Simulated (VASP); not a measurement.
# Bi2Te3 (R-3m) in VASP: notebook

Runs on Bi2Te3. Level: PBE. Tasks: single point.

All numbers are computed with VASP 6.6.1; they aren't measurements. Logs are shortened: lines on timing, memory, paths and dates and some standing lists are left out, and cuts for length are marked.

## 1. The cell of the first run

Symmetry: R-3m, No. 166, trigonal system. Conventional cell: a = 4.450 Å, b = 4.450 Å, c = 31.948 Å, α = 90.00°, β = 90.00°, γ = 120.00°. Within 4.1 Å of Bi (site symmetry 3m) lie 6 Te at 3.09 to 3.29 Å. Te (site symmetry -3m) has 6 Bi at 3.29 Å and 12 Te at 4.45 to 4.56 Å within 4.6 Å. Te (site symmetry 3m) has 3 Bi at 3.09 Å and 3 Te at 4.03 Å within 4.1 Å.

## 2. Single point, PBE

INCAR reads:

```
PREC     = Accurate       # precision mode
ENCUT    = 520            # plane-wave cutoff, eV
EDIFF    = 1E-6           # SCF threshold, eV
ISMEAR   = 1              # smearing method
SIGMA    = 0.0793         # smearing width, eV
LREAL    = False          # projectors in reciprocal space
LASPH    = True           # aspherical terms in the spheres
NELM     = 60             # most SCF steps
ALGO     = Normal         # electronic algorithm
ISIF     = 2              # what is computed and relaxed
LWAVE    = False          # write WAVECAR
LCHARG   = False          # write CHGCAR
GGA      = PE             # functional
NBANDS   = 32             # bands
```

KPOINTS reads:

```
Automatic mesh
0
Gamma
  8 8 8
```

POSCAR reads:

```
Bi2Te3
1.0
    2.2248063976      1.2844925725     10.6494745158
   -2.2248063976      1.2844925725     10.6494745158
    0.0000000000     -2.5689851451     10.6494745158
Bi Te
2 3
Direct
    0.3976135335      0.3976135335      0.3976135335
    0.6023864665      0.6023864665      0.6023864665
    0.0000000000      0.0000000000      0.0000000000
    0.2152308500      0.2152308500      0.2152308500
    0.7847691500      0.7847691500      0.7847691500
```

Potentials or basis: VASP PAW PBE potentials, release 64 (Bi_d, Te).

The run is started by

```sh
> cat potpaw_PBE.64/Bi_d/POTCAR potpaw_PBE.64/Te/POTCAR > POTCAR
> mpirun -np 1 vasp_std > vasp.out
```

OUTCAR:

```text
PREC = Accurate
   ENCUT = 520
   EDIFF = 1E-6
   ISMEAR = 1
   LREAL = False
   LASPH = True
   NELM = 60
   ISIF = 2
   GGA = PE

 ion  position               nearest neighbor table
   1  0.398  0.398  0.398-   5 3.09   5 3.09   5 3.09   3 3.29   3 3.29   3 3.29
   2  0.602  0.602  0.602-   4 3.09   4 3.09   4 3.09   3 3.29   3 3.29   3 3.29
   3  0.000  0.000  0.000-   2 3.29   1 3.29   2 3.29   2 3.29   1 3.29   1 3.29
   4  0.215  0.215  0.215-   2 3.09   2 3.09   2 3.09
   5  0.785  0.785  0.785-   1 3.09   1 3.09   1 3.09

  LATTYP: Found a trigonal (rhomboedric) cell.
 ALAT       =    10.9549528588
 COS(alpha) =     0.9175114976

  Lattice vectors:

 A1 = (   2.2248063976,   1.2844925725,  10.6494745158)
 A2 = (  -2.2248063976,   1.2844925725,  10.6494745158)
 A3 = (   0.0000000000,  -2.5689851451,  10.6494745158)

Analysis of symmetry for initial positions (statically):
=====================================================================
 Subroutine PRICEL returns:
 Original cell was already a primitive cell.

 Routine SETGRP: Setting up the symmetry group for a
 trigonal (rhombohedral) supercell.

 Subroutine GETGRP returns: Found 12 space group operations
 (whereof 12 operations were pure point group operations)
 out of a pool of 12 trial point group operations.

The static configuration has the point symmetry D_3d.

Analysis of symmetry for dynamics (positions and initial velocities):
=====================================================================
 Subroutine PRICEL returns:
 Original cell was already a primitive cell.

 Routine SETGRP: Setting up the symmetry group for a
 trigonal (rhombohedral) supercell.

 Subroutine GETGRP returns: Found 12 space group operations
 (whereof 12 operations were pure point group operations)
 out of a pool of 12 trial point group operations.

The dynamic configuration has the point symmetry D_3d.

 Subroutine INISYM returns: Found 12 space group operations
 (whereof 12 operations are pure point group operations),
 and found     1 'primitive' translations

----------------------------------------------------------------------------------------

                                     Primitive cell

  volume of cell :     182.6010

  direct lattice vectors                    reciprocal lattice vectors
     2.224806398  1.284492573 10.649474516     0.224738656  0.129752924  0.031300449
    -2.224806398  1.284492573 10.649474516    -0.224738656  0.129752924  0.031300449
     0.000000000 -2.568985145 10.649474516     0.000000000 -0.259505847  0.031300449

  length of vectors
    10.954952859 10.954952859 10.954952859     0.261386692  0.261386692  0.261386692

  position of ions in fractional coordinates (direct lattice)
     0.397613533  0.397613533  0.397613533
     0.602386467  0.602386467  0.602386467
     0.000000000  0.000000000  0.000000000
     0.215230850  0.215230850  0.215230850
     0.784769150  0.784769150  0.784769150

  ion indices of the primitive-cell ions
   primitive index   ion index
                 1           1
                 2           2
                 3           3
                 4           4
                 5           5

----------------------------------------------------------------------------------------

 KPOINTS: Automatic mesh

Automatic generation of k-mesh.
 Grid dimensions read from file:
 generate k-points for:    8    8    8

 Generating k-lattice:

  Cartesian coordinates                     Fractional coordinates (reciprocal lattice)
     0.028092332  0.016219115  0.003912556     0.125000000 -0.000000000  0.000000000
    -0.028092332  0.016219115  0.003912556    -0.000000000  0.125000000  0.000000000
     0.000000000 -0.032438231  0.003912556     0.000000000  0.000000000  0.125000000

  Length of vectors
     0.032673337  0.032673337  0.032673337

  Shift w.r.t. Gamma in fractional coordinates (k-lattice)
     0.000000000  0.000000000  0.000000000

 Subroutine IBZKPT returns following result:
 ===========================================

 Found     65 irreducible k-points:

 Following reciprocal coordinates:
            Coordinates               Weight
  0.000000  0.000000  0.000000      1.000000
  0.125000 -0.000000  0.000000      6.000000
  0.250000 -0.000000  0.000000      6.000000
  0.375000 -0.000000  0.000000      6.000000
  0.500000 -0.000000  0.000000      3.000000
  0.125000  0.125000  0.000000      6.000000
[... 16 lines left out ...]
  0.250000  0.125000  0.125000      6.000000
  0.375000  0.125000  0.125000      6.000000
 [... further k-points ...]
   k-points           NKPTS =     65   k-points in BZ     NKDIM =     65   number of bands    NBANDS=     32
   number of dos      NEDOS =    301   number of ions     NIONS =      5
   total plane-waves  NPLWV = 592704
   dimension x,y,z NGX =    84 NGY =   84 NGZ =   84
   dimension x,y,z NGXF=   168 NGYF=  168 NGZF=  168
   ions per type =               2   3
   NGX,Y,Z   is equivalent  to a cutoff of  12.75, 12.75, 12.75 a.u.
   NGXF,Y,Z  is equivalent  to a cutoff of  25.49, 25.49, 25.49 a.u.
 SYSTEM =  unknown system
   PREC   = accura    normal or accurate (medium, high low for compatibility)
   ISTART =      0    job   : 0-new  1-cont  2-samecut
   ICHARG =      2    charge: 1-file 2-atom 10-const
   ISPIN  =      1    spin polarized calculation?
   LNONCOLLINEAR =      F non collinear calculations
   LSORBIT =      F    spin-orbit coupling
   LASPH  =      T    aspherical Exc in radial PAW
   ENCUT  =  520.0 eV  38.22 Ry    6.18 a.u.  20.37 20.37 20.37*2*pi/ulx,y,z
   NELM   =     60;   NELMIN=  2; NELMDL= -5     # of ELM steps
   EDIFF  = 0.1E-05   stopping-criterion for ELM
   LREAL  =      F    real-space projection
   EDIFFG = 0.1E-04   stopping-criterion for IOM
   NSW    =      0    number of steps for IOM
   IBRION =     -1    ionic relax: 0-MD 1-quasi-New 2-CG
   NFREE  =      0    steps in history (QN), initial steepest desc. (CG)
   ISIF   =      2    stress and relaxation
   ISYM   =      2    0-nonsym 1-usesym 2-fastsym
   POTIM  = 0.5000    time-step for ionic-motion
   TEBEG  =    0.0;   TEEND  =   0.0 temperature during run
   PSTRESS=    0.0 pullay stress
   NELECT =      48.0000    total number of electrons
   NUPDOWN=      -1.0000    fix difference up-down
   EMIN   =  10.00;   EMAX   =-10.00  energy-range for DOS
   EFERMI =   0.00;   METHOD = LEGACY
   ISMEAR =     1;   SIGMA  =   0.08  broadening in eV -4-tet -1-fermi 0-gaus
   EFERMI_NEDOS =   21; number of points for ismear=-14 and -15
   IALGO  =     38    algorithm
   IMIX   =      4    mixing-type and parameters
     AMIX     =   0.40;   BMIX     =  1.00
     AMIX_MAG =   1.60;   BMIX_MAG =  1.00
  volume/ion in A,a.u.               =      36.52       246.45
  Fermi-wavevector in a.u.,A,eV,Ry     =   1.048707  1.981769 14.963502  1.099786
  Thomas-Fermi vector in A             =   2.183640
   LORBIT       =      0    0 simple, 1 ext, 2 COOP (PROOUT), +10 PAW based schemes
   GGA     = PE    functional components
   LHFCALC =     F    Hartree Fock is set to
   AEXX    =    0.0000 exact exchange contribution
   IVDW    =     0    specifies the selected vdW correction
   LEPSILON=     F    determine dielectric tensor
   LRPA    =     F    only Hartree local field effects (RPA)
 non-spin polarized calculation
 Methfessel and Paxton  Order N= 1 SIGMA  =   0.08
  energy-cutoff  :      520.00
  volume of cell :      182.60
 maximum number of plane-waves:      4948
 NGX is ok and might be reduce to    84
   NGX = 41   NGY = 41   NGZ = 41

 number of electron      47.9999997 magnetization

 Free energy of the ion-electron system (eV)
  ---------------------------------------------------
  ext. energy  EPLUGINS =         0.00000000
  ---------------------------------------------------
  free energy    TOTEN  =       -18.40158492 eV

  energy without entropy =      -18.40179337  energy(sigma->0) =      -18.40165441

 E-fermi :   5.1042     XC(G=0):  -8.9483

 val. band max:        5.0920706519   @ k =   0.0000   0.0000   0.0000
 cond. band min:       5.5851339329   @ k =   0.0000   0.0000   0.0000
 fundamental gap:      0.4930632810
 Fermi energy:         5.1041914004

 k-point     1 :       0.0000    0.0000    0.0000
  band No.  band energies     occupation
      1     -17.8588      2.00000
      2     -17.8588      2.00000
      3     -17.8577      2.00000
      4     -17.8577      2.00000
      5     -17.8536      2.00000
      6     -17.8526      2.00000
[... 24 lines left out ...]
     31      10.2901      0.00000
     32      11.1457      0.00000

 k-point     2 :       0.1250   -0.0000    0.0000
  band No.  band energies     occupation
      1     -17.8597      2.00000
      2     -17.8585      2.00000
      3     -17.8574      2.00000
      4     -17.8563      2.00000
      5     -17.8528      2.00000
      6     -17.8518      2.00000
[... 24 lines left out ...]
     31      10.0431      0.00000
     32      10.5050      0.00000

 k-point     3 :       0.2500   -0.0000    0.0000
  band No.  band energies     occupation
      1     -17.8625      2.00000
      2     -17.8610      2.00000
      3     -17.8549      2.00000
      4     -17.8536      2.00000
      5     -17.8529      2.00000
      6     -17.8510      2.00000
[... 24 lines left out ...]
     31       9.3077      0.00000
     32      10.8401      0.00000

 k-point     4 :       0.3750   -0.0000    0.0000
  band No.  band energies     occupation
      1     -17.8657      2.00000
      2     -17.8637      2.00000
      3     -17.8543      2.00000
      4     -17.8542      2.00000
      5     -17.8523      2.00000
      6     -17.8523      2.00000
[... 654 lines left out ...]
     31      10.3065      0.00000
     32      11.0248      0.00000

 k-point    23 :       0.2500    0.1250    0.1250
  band No.  band energies     occupation
      1     -17.8597      2.00000
      2     -17.8585      2.00000
      3     -17.8574      2.00000
      4     -17.8563      2.00000
      5     -17.8528      2.00000
      6     -17.8518      2.00000
[... 24 lines left out ...]
     31      10.0273      0.00000
     32      10.5994      0.00000

 k-point    24 :       0.3750    0.1250    0.1250
  band No.  band energies     occupation
      1     -17.8625      2.00000
      2     -17.8610      2.00000
      3     -17.8549      2.00000
      4     -17.8536      2.00000
      5     -17.8529      2.00000
      6     -17.8510      2.00000
[... 24 lines left out ...]
     31       9.3421      0.00000
     32      10.8546      0.00000

 [... further k-points ...]
[... 5 lines left out ...]
  --------------------------------------------------------------------------------------
  -------------------------------------------------------------------------------------
  Total       -0.0337834     -0.0337834     -0.0236815      0.0000000      0.0000000      0.0000000
  in kB       -0.2964218     -0.2964218     -0.2077860      0.0000000      0.0000000      0.0000000
  external PRESSURE =      -0.2668766 kB  Pullay stress =       0.0000000 kB

 VOLUME and BASIS-vectors are now :
 -----------------------------------------------------------------------------
  energy-cutoff  :      520.00
  volume of cell :      182.60
      direct lattice vectors                 reciprocal lattice vectors
     2.224806398  1.284492573 10.649474516     0.224738656  0.129752924  0.031300449
    -2.224806398  1.284492573 10.649474516    -0.224738656  0.129752924  0.031300449
     0.000000000 -2.568985145 10.649474516     0.000000000 -0.259505847  0.031300449

 POSITION                                       TOTAL-FORCE (eV/Angst)
 -----------------------------------------------------------------------------------
      0.00000     -0.00000     12.70313        -0.000000      0.000000     -0.007759
      0.00000     -0.00000     19.24530        -0.000000     -0.000000      0.007759
      0.00000      0.00000      0.00000         0.000000      0.000000      0.000000
      0.00000     -0.00000      6.87629        -0.000000      0.000000     -0.005787
      0.00000     -0.00000     25.07214        -0.000000     -0.000000      0.005787
 -----------------------------------------------------------------------------------
    total drift:                               -0.000000     -0.000000      0.000000

  FREE ENERGIE OF THE ION-ELECTRON SYSTEM (eV)
  ---------------------------------------------------
  free  energy   TOTEN  =       -18.4015849242 eV

  energy  without entropy=      -18.4017933749  energy(sigma->0) =      -18.40165441
```

Run time: 31 min. Hardware: 1 thread of Intel Xeon Platinum 8488C (Sapphire Rapids), shared host; peak memory 1.2 GiB.

Results:

```
Free energy            : -18.4016 eV
Pressure               : 0.0 GPa
Largest force          : 0.008 eV/Å
Band gap on the k mesh : 0.49 eV
```

Forces on the atoms (eV/Å):
```
Bi   0.000  0.000 -0.008
Bi   0.000  0.000  0.008
Te   0.000  0.000  0.000
Te   0.000  0.000 -0.006
Te   0.000  0.000  0.006
```

Caveat: spin-orbit coupling is left out, which moves the levels of the heavy elements.

## 3. Single point, PBE

INCAR reads:

```
ALGO     = Normal         # electronic algorithm
EDIFF    = 1E-6           # SCF threshold, eV
ENCUT    = 520            # plane-wave cutoff, eV
GGA      = PE             # functional
ISIF     = 2              # what is computed and relaxed
ISMEAR   = 1              # smearing method
LASPH    = True           # aspherical terms in the spheres
LCHARG   = True           # write CHGCAR
LELF     = True           # ELF
LREAL    = False          # projectors in reciprocal space
LVHAR    = True         
LWAVE    = False          # write WAVECAR
NBANDS   = 32             # bands
NELM     = 60             # most SCF steps
PREC     = Accurate       # precision mode
SIGMA    = 0.005          # smearing width, eV
```

KPOINTS reads:

```
k-points
0
Gamma
  8 8 8
```

POSCAR is that of step 2.

Potentials or basis: VASP PAW PBE potentials, release 64 (Bi_d, Te).

The run is started by

```sh
> cat potpaw_PBE.64/Bi_d/POTCAR potpaw_PBE.64/Te/POTCAR > POTCAR
> mpirun -np 1 vasp_std > vasp.out
```

It took 28 min on 1 thread of Intel Xeon Platinum 8488C (Sapphire Rapids), shared host; peak memory 1.2 GiB.

The run converged. Its results:

| Quantity | Value |
| --- | --- |
| Free energy | -18.4017 eV |
| Pressure | 0.0 GPa |
| Largest force | 0.008 eV/Å |
| Band gap on the k mesh | 0.49 eV |

Forces in eV/Å, atoms in the order of the input:
```
Bi   0.000  0.000 -0.008
Bi   0.000  0.000  0.008
Te   0.000  0.000  0.000
Te   0.000  0.000 -0.005
Te   0.000  0.000  0.005
```

Levels at points of the mesh, in eV from the valence-band top:
| k point | band 22 | band 23 | band 24 | band 25 | band 26 | band 27 |
| --- | --- | --- | --- | --- | --- | --- |
| (0.00, 0.00, 0.00) | -0.62 | -0.62 | 0.00 | 0.49 | 1.07 | 1.07 |
| (0.50, 0.00, 0.00) | -1.70 | -0.71 | -0.47 | 0.89 | 1.61 | 2.71 |
| (0.50, 0.50, 0.00) | -1.47 | -1.01 | -0.85 | 1.40 | 1.53 | 2.16 |
| (0.50, 0.50, 0.50) | -0.74 | -0.74 | -0.26 | 0.78 | 1.31 | 1.31 |

Caveat: spin-orbit coupling is left out, which moves the levels of the heavy elements. A k mesh can miss the band edges.
